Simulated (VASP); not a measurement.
# LiTlF3 (Pm-3m) in VASP: further runs

LiTlF3 is run at these levels: r2SCAN, PBE; tasks: single point, relaxation of cell and atoms.

Program: VASP 6.6.1. These are calculated values, not measurements. Logs are shortened: lines on timing, memory, paths and dates and some standing lists are left out, and cuts for length are marked.

**1. The cell of the first run**

The structure is cubic, space group Pm-3m (No. 221). The conventional cell has a = 3.889 Å, b = 3.889 Å, c = 3.889 Å, α = 90.00°, β = 90.00°, γ = 90.00°. Within 2.6 Å of Li (site symmetry m-3m) lie 6 F at 1.94 Å. Tl (site symmetry m-3m) has 12 F at 2.75 Å and 8 Li at 3.37 Å within 3.6 Å. Within 2.6 Å of F (site symmetry 4/mmm) lie 2 Li at 1.94 Å.

**2. Single point, r2SCAN**

Input file POSCAR:

```
LiTlF3
1.0
    3.8888114336      0.0000000000      0.0000000000
    0.0000000000      3.8888114336      0.0000000000
    0.0000000000      0.0000000000      3.8888114336
Li Tl F
1 1 3
Direct
    0.0000000000      0.0000000000      0.0000000000
    0.5000000000      0.5000000000      0.5000000000
    0.5000000000      0.0000000000      0.0000000000
    0.0000000000      0.5000000000      0.0000000000
    0.0000000000      0.0000000000      0.5000000000
```

Input file INCAR.step1:

```
PREC = Accurate
ENCUT = 520
ISMEAR = 0
SIGMA = 0.1
LREAL = F
LASPH = T
NELM = 100
NBANDS = 26
GGA = PE
ALGO = Normal
EDIFF = 1E-4
LWAVE = T
LCHARG = F
```

Input file INCAR.step2:

```
PREC = Accurate
ENCUT = 520
EDIFF = 1E-6
ISMEAR = 0
SIGMA = 0.1
LREAL = F
LASPH = T
NELM = 100
ALGO = Normal
ISIF = 2
LWAVE = F
LCHARG = T
METAGGA = R2SCAN
LMIXTAU = T
LELF = T
LVHAR = T
NBANDS = 26
ISTART = 1
```

Input file KPOINTS:

```
regular mesh
0
Gamma
  10 10 10
```

Potentials or basis: VASP PAW PBE potentials, release 64 (Li_sv, Tl_d, F).

Command:

```
$ cat potpaw_PBE.64/Li_sv/POTCAR potpaw_PBE.64/Tl_d/POTCAR potpaw_PBE.64/F/POTCAR > POTCAR
$ cp INCAR.step1 INCAR
$ mpirun -np 1 vasp_std > vasp.out
$ cp INCAR.step2 INCAR
$ mpirun -np 1 vasp_std > vasp.out
```

OUTCAR:

```text
PREC = Accurate
   ENCUT = 520
   EDIFF = 1E-6
   ISMEAR = 0
   LREAL = F
   LASPH = T
   NELM = 100
   ISIF = 2
   METAGGA = R2SCAN
   ISTART = 1

 ion  position               nearest neighbor table
   1  0.000  0.000  0.000-   3 1.94   4 1.94   5 1.94   5 1.94   4 1.94   3 1.94   2 3.37   2 3.37
                             2 3.37   2 3.37   2 3.37   2 3.37   2 3.37   2 3.37
   2  0.500  0.500  0.500-   3 2.75   4 2.75   5 2.75   3 2.75   4 2.75   3 2.75   5 2.75   3 2.75
                             4 2.75   5 2.75   4 2.75   5 2.75   1 3.37   1 3.37   1 3.37   1 3.37
   3  0.500  0.000  0.000-   1 1.94   1 1.94   2 2.75   2 2.75   2 2.75   2 2.75
   4  0.000  0.500  0.000-   1 1.94   1 1.94   2 2.75   2 2.75   2 2.75   2 2.75
   5  0.000  0.000  0.500-   1 1.94   1 1.94   2 2.75   2 2.75   2 2.75   2 2.75

  LATTYP: Found a simple cubic cell.
 ALAT       =     3.8888114336

  Lattice vectors:

 A1 = (   3.8888114336,   0.0000000000,   0.0000000000)
 A2 = (   0.0000000000,   3.8888114336,   0.0000000000)
 A3 = (   0.0000000000,   0.0000000000,   3.8888114336)

Analysis of symmetry for initial positions (statically):
=====================================================================
 Subroutine PRICEL returns:
 Original cell was already a primitive cell.

 Routine SETGRP: Setting up the symmetry group for a
 simple cubic supercell.

 Subroutine GETGRP returns: Found 48 space group operations
 (whereof 48 operations were pure point group operations)
 out of a pool of 48 trial point group operations.

The static configuration has the point symmetry O_h .

Analysis of symmetry for dynamics (positions and initial velocities):
=====================================================================
 Subroutine PRICEL returns:
 Original cell was already a primitive cell.

 Routine SETGRP: Setting up the symmetry group for a
 simple cubic supercell.

 Subroutine GETGRP returns: Found 48 space group operations
 (whereof 48 operations were pure point group operations)
 out of a pool of 48 trial point group operations.

The dynamic configuration has the point symmetry O_h .

 Subroutine INISYM returns: Found 48 space group operations
 (whereof 48 operations are pure point group operations),
 and found     1 'primitive' translations

----------------------------------------------------------------------------------------

                                     Primitive cell

  volume of cell :      58.8099

  direct lattice vectors                    reciprocal lattice vectors
     3.888811434  0.000000000  0.000000000     0.257147979  0.000000000  0.000000000
     0.000000000  3.888811434  0.000000000     0.000000000  0.257147979  0.000000000
     0.000000000  0.000000000  3.888811434     0.000000000  0.000000000  0.257147979

  length of vectors
     3.888811434  3.888811434  3.888811434     0.257147979  0.257147979  0.257147979

  position of ions in fractional coordinates (direct lattice)
     0.000000000  0.000000000  0.000000000
     0.500000000  0.500000000  0.500000000
     0.500000000  0.000000000  0.000000000
     0.000000000  0.500000000  0.000000000
     0.000000000  0.000000000  0.500000000

  ion indices of the primitive-cell ions
   primitive index   ion index
                 1           1
                 2           2
                 3           3
                 4           4
                 5           5

----------------------------------------------------------------------------------------

 KPOINTS: regular mesh

Automatic generation of k-mesh.
 Grid dimensions read from file:
 generate k-points for:   10   10   10

 Generating k-lattice:

  Cartesian coordinates                     Fractional coordinates (reciprocal lattice)
     0.025714798  0.000000000  0.000000000     0.100000000  0.000000000  0.000000000
     0.000000000  0.025714798  0.000000000     0.000000000  0.100000000  0.000000000
     0.000000000  0.000000000  0.025714798     0.000000000  0.000000000  0.100000000

  Length of vectors
     0.025714798  0.025714798  0.025714798

  Shift w.r.t. Gamma in fractional coordinates (k-lattice)
     0.000000000  0.000000000  0.000000000

 Subroutine IBZKPT returns following result:
 ===========================================

 Found     56 irreducible k-points:

 Following reciprocal coordinates:
            Coordinates               Weight
  0.000000  0.000000  0.000000      1.000000
  0.100000  0.000000  0.000000      6.000000
  0.200000  0.000000  0.000000      6.000000
  0.300000  0.000000  0.000000      6.000000
  0.400000  0.000000  0.000000      6.000000
  0.500000  0.000000  0.000000      3.000000
[... 16 lines left out ...]
  0.200000  0.100000  0.100000     24.000000
  0.300000  0.100000  0.100000     24.000000
 [... further k-points ...]
   k-points           NKPTS =     56   k-points in BZ     NKDIM =     56   number of bands    NBANDS=     26
   number of dos      NEDOS =    301   number of ions     NIONS =      5
   total plane-waves  NPLWV =  27000
   dimension x,y,z NGX =    30 NGY =   30 NGZ =   30
   dimension x,y,z NGXF=    60 NGYF=   60 NGZF=   60
   ions per type =               1   1   3
   NGX,Y,Z   is equivalent  to a cutoff of  12.82, 12.82, 12.82 a.u.
   NGXF,Y,Z  is equivalent  to a cutoff of  25.65, 25.65, 25.65 a.u.
 SYSTEM =  unknown system
   PREC   = accura    normal or accurate (medium, high low for compatibility)
   ISTART =      1    job   : 0-new  1-cont  2-samecut
   ICHARG =      0    charge: 1-file 2-atom 10-const
   ISPIN  =      1    spin polarized calculation?
   LNONCOLLINEAR =      F non collinear calculations
   LSORBIT =      F    spin-orbit coupling
   LASPH  =      T    aspherical Exc in radial PAW
   ENCUT  =  520.0 eV  38.22 Ry    6.18 a.u.   7.23  7.23  7.23*2*pi/ulx,y,z
   NELM   =    100;   NELMIN=  2; NELMDL=  0     # of ELM steps
   EDIFF  = 0.1E-05   stopping-criterion for ELM
   LREAL  =      F    real-space projection
   EDIFFG = 0.1E-04   stopping-criterion for IOM
   NSW    =      0    number of steps for IOM
   IBRION =     -1    ionic relax: 0-MD 1-quasi-New 2-CG
   NFREE  =      0    steps in history (QN), initial steepest desc. (CG)
   ISIF   =      2    stress and relaxation
   ISYM   =      2    0-nonsym 1-usesym 2-fastsym
   POTIM  = 0.5000    time-step for ionic-motion
   TEBEG  =    0.0;   TEEND  =   0.0 temperature during run
   PSTRESS=    0.0 pullay stress
   NELECT =      37.0000    total number of electrons
   NUPDOWN=      -1.0000    fix difference up-down
   EMIN   =  10.00;   EMAX   =-10.00  energy-range for DOS
   EFERMI =   0.00;   METHOD = LEGACY
   ISMEAR =     0;   SIGMA  =   0.10  broadening in eV -4-tet -1-fermi 0-gaus
   EFERMI_NEDOS =   21; number of points for ismear=-14 and -15
   IALGO  =     38    algorithm
   IMIX   =      4    mixing-type and parameters
     AMIX     =   0.40;   BMIX     =  1.00
     AMIX_MAG =   1.60;   BMIX_MAG =  1.00
  volume/ion in A,a.u.               =      11.76        79.37
  Fermi-wavevector in a.u.,A,eV,Ry     =   1.402787  2.650884 26.773714  1.967812
  Thomas-Fermi vector in A             =   2.525514
   LORBIT       =      0    0 simple, 1 ext, 2 COOP (PROOUT), +10 PAW based schemes
   METAGGA = R2SCAN    functional components
   LHFCALC =     F    Hartree Fock is set to
   AEXX    =    0.0000 exact exchange contribution
   IVDW    =     0    specifies the selected vdW correction
   LEPSILON=     F    determine dielectric tensor
   LRPA    =     F    only Hartree local field effects (RPA)
 non-spin polarized calculation
 Gauss-broadening in eV      SIGMA  =   0.10
  energy-cutoff  :      520.00
  volume of cell :       58.81
 maximum number of plane-waves:      1622
 NGX is ok and might be reduce to    30
   NGX = 15   NGY = 15   NGZ = 15

 number of electron      36.9999995 magnetization

 Free energy of the ion-electron system (eV)
  ---------------------------------------------------
  ext. energy  EPLUGINS =         0.00000000
  ---------------------------------------------------
  free energy    TOTEN  =       -76.39258644 eV

  energy without entropy =      -76.38385211  energy(sigma->0) =      -76.38821928

 E-fermi :   2.1259     XC(G=0): -11.0902

 val. band max:        2.1219352398   @ k =   0.5000   0.3000   0.2000
 cond. band min:       2.1314516202   @ k =   0.3000   0.3000   0.2000
 fundamental gap:      0.0095163804
 Fermi energy:         2.1258749932

 k-point     1 :       0.0000    0.0000    0.0000
  band No.  band energies     occupation
      1     -41.1682      2.00000
      2     -20.8945      2.00000
      3     -20.1307      2.00000
      4     -20.1307      2.00000
      5      -7.9446      2.00000
      6      -7.9446      2.00000
[... 18 lines left out ...]
     25      16.8238      0.00000
     26      20.0372      0.00000

 k-point     2 :       0.1000    0.0000    0.0000
  band No.  band energies     occupation
      1     -41.1680      2.00000
      2     -20.8778      2.00000
      3     -20.1505      2.00000
      4     -20.1293      2.00000
      5      -7.9561      2.00000
      6      -7.9309      2.00000
[... 18 lines left out ...]
     25      17.1171      0.00000
     26      19.7841      0.00000

 k-point     3 :       0.2000    0.0000    0.0000
  band No.  band energies     occupation
      1     -41.1674      2.00000
      2     -20.8301      2.00000
      3     -20.2063      2.00000
      4     -20.1252      2.00000
      5      -7.9859      2.00000
      6      -7.8949      2.00000
[... 572 lines left out ...]
 k-point    23 :       0.2000    0.1000    0.1000
  band No.  band energies     occupation
      1     -41.1670      2.00000
      2     -20.8010      2.00000
      3     -20.2106      2.00000
      4     -20.1532      2.00000
      5      -7.9727      2.00000
      6      -7.9087      2.00000
[... 18 lines left out ...]
     25      18.1375      0.00000
     26      19.1367      0.00000

 k-point    24 :       0.3000    0.1000    0.1000
  band No.  band energies     occupation
      1     -41.1663      2.00000
      2     -20.7315      2.00000
      3     -20.2899      2.00000
      4     -20.1481      2.00000
      5      -8.0060      2.00000
      6      -7.9042      2.00000
[... 18 lines left out ...]
     25      18.7261      0.00000
     26      18.9362      0.00000

 [... further k-points ...]

------------------------ aborting loop because EDIFF is reached ----------------------------------------

  FORCE on cell =-STRESS in cart. coord.  units (eV):
  Direction    XX          YY          ZZ          XY          YZ          ZX
  --------------------------------------------------------------------------------------
  -------------------------------------------------------------------------------------
  Total       -1.9148900     -1.9148900     -1.9148900     -0.0000000     -0.0000000      0.0000000
  in kB      -52.1679497    -52.1679497    -52.1679497     -0.0000000     -0.0000000      0.0000000
  external PRESSURE =     -52.1679497 kB  Pullay stress =       0.0000000 kB

 VOLUME and BASIS-vectors are now :
 -----------------------------------------------------------------------------
  energy-cutoff  :      520.00
  volume of cell :       58.81
      direct lattice vectors                 reciprocal lattice vectors
     3.888811434  0.000000000  0.000000000     0.257147979  0.000000000  0.000000000
     0.000000000  3.888811434  0.000000000     0.000000000  0.257147979  0.000000000
     0.000000000  0.000000000  3.888811434     0.000000000  0.000000000  0.257147979

 POSITION                                       TOTAL-FORCE (eV/Angst)
 -----------------------------------------------------------------------------------
      0.00000      0.00000      0.00000         0.000000      0.000000      0.000000
      1.94441      1.94441      1.94441         0.000000      0.000000      0.000000
      1.94441      0.00000      0.00000         0.000000      0.000000      0.000000
      0.00000      1.94441      0.00000         0.000000      0.000000      0.000000
      0.00000      0.00000      1.94441         0.000000      0.000000      0.000000
 -----------------------------------------------------------------------------------
    total drift:                                0.000000     -0.000000      0.000000

  FREE ENERGIE OF THE ION-ELECTRON SYSTEM (eV)
  ---------------------------------------------------
  free  energy   TOTEN  =       -76.3925864396 eV

  energy  without entropy=      -76.3838521122  energy(sigma->0) =      -76.38821928
```

It took 2.9 min on 1 thread of Intel Xeon Platinum 8488C (Sapphire Rapids), shared host; peak memory 0.22 GiB.

Results:

- Free energy: -76.3926 eV
- Band gap on the k mesh: zero (an odd number of electrons rules out a gap without spin polarisation)

Caveat: the cutoff is under 1.25 times the usual one of these potentials, so pressure, stress and relaxed cells hold a basis-set (Pulay) error; the PAW data sets were made with another functional, which shifts forces and pressure a little; spin-orbit coupling is left out, which moves the levels of the heavy elements; an odd number of electrons without spin polarisation forces a metal; a magnetic or distorted state may lie lower.

**3. Relaxation of cell and atoms, PBE**

Input file INCAR:

```
PREC     = Accurate       # precision mode
ENCUT    = 600            # plane-wave cutoff, eV
EDIFF    = 1E-7           # SCF threshold, eV
ISMEAR   = 0              # smearing method
SIGMA    = 0.1            # smearing width, eV
LREAL    = False          # projectors in reciprocal space
LASPH    = True           # aspherical terms in the spheres
NELM     = 60             # most SCF steps
ALGO     = Normal         # electronic algorithm
ISIF     = 3              # what is computed and relaxed
LWAVE    = False          # write WAVECAR
LCHARG   = False          # write CHGCAR
GGA      = PE             # functional
IBRION   = 2              # ionic algorithm
NSW      = 100            # ionic steps
EDIFFG   = -0.01          # ionic threshold
```

KPOINTS is that of step 2.

POSCAR, as its differences from that of step 2:

```diff
@@ -2,5 +2,5 @@
 1.0
-    3.8888114336      0.0000000000      0.0000000000
-    0.0000000000      3.8888114336      0.0000000000
-    0.0000000000      0.0000000000      3.8888114336
+    3.8904961141      0.0000000000      0.0000000000
+    0.0000000000      3.8904961141      0.0000000000
+    0.0000000000      0.0000000000      3.8904961141
 Li Tl F
```

Potentials or basis: VASP PAW PBE potentials, release 64 (Li_sv, Tl_d, F).

Command:

```
$ cat potpaw_PBE.64/Li_sv/POTCAR potpaw_PBE.64/Tl_d/POTCAR potpaw_PBE.64/F/POTCAR > POTCAR
$ mpirun -np 1 vasp_std > vasp.out
```

It took 66 s on 1 thread of Intel Xeon Platinum 8488C (Sapphire Rapids), shared host; peak memory 0.24 GiB.

The run converged. Its results:

| Quantity | Value |
| --- | --- |
| Free energy | -20.0613 eV |
| Relaxed volume | 11.68 Å³/atom |
| Relaxed cell | a = 3.880 Å, b = 3.880 Å, c = 3.880 Å, α = 90.00°, β = 90.00°, γ = 90.00° |
| Space group after relaxing (to 0.1 Å) | Pm-3m (No. 221) |
| Energy gained by relaxing | 0.2 meV/atom |
| Ionic steps | 3 |
| Pressure after relaxing | 0.0 GPa |
| Band gap on the k mesh | zero (an odd number of electrons rules out a gap without spin polarisation) |

The path:
```csv
step,energy change (eV),largest force (eV/Å),pressure (GPa),volume (Å³)
1,0.0000,0.0000,-0.55,58.89
2,-0.0008,0.0000,-0.15,58.54
3,-0.0008,0.0000,0.01,58.41
```

Final structure:
```
Li Tl F
1.0
     3.87993    0.00000    0.00000
     0.00000    3.87993    0.00000
     0.00000    0.00000    3.87993
Li Tl F
1 1 3
Cartesian
  0.0000 0.0000 0.0000
  1.9400 1.9400 1.9400
  1.9400 0.0000 0.0000
  0.0000 1.9400 0.0000
  0.0000 0.0000 1.9400
```

Levels at points of the mesh, in eV from the Fermi level:
| k point | band 16 | band 17 | band 18 | band 19 | band 20 | band 21 | band 22 |
| --- | --- | --- | --- | --- | --- | --- | --- |
| (0.00, 0.00, 0.00) | -2.32 | -1.81 | -1.81 | -1.81 | 9.73 | 9.73 | 9.73 |
| (0.50, 0.00, 0.00) | -2.28 | -1.83 | -1.83 | 0.42 | 4.65 | 8.96 | 8.96 |
| (0.50, 0.50, 0.00) | -2.39 | -1.74 | -1.56 | 0.40 | 6.23 | 6.23 | 8.41 |
| (0.50, 0.50, 0.50) | -1.73 | -1.62 | -1.62 | -1.62 | 7.84 | 7.84 | 7.84 |

Caveat: the cutoff is under 1.25 times the usual one of these potentials, so pressure, stress and relaxed cells hold a basis-set (Pulay) error; spin-orbit coupling is left out, which moves the levels of the heavy elements; an odd number of electrons without spin polarisation forces a metal; a magnetic or distorted state may lie lower.
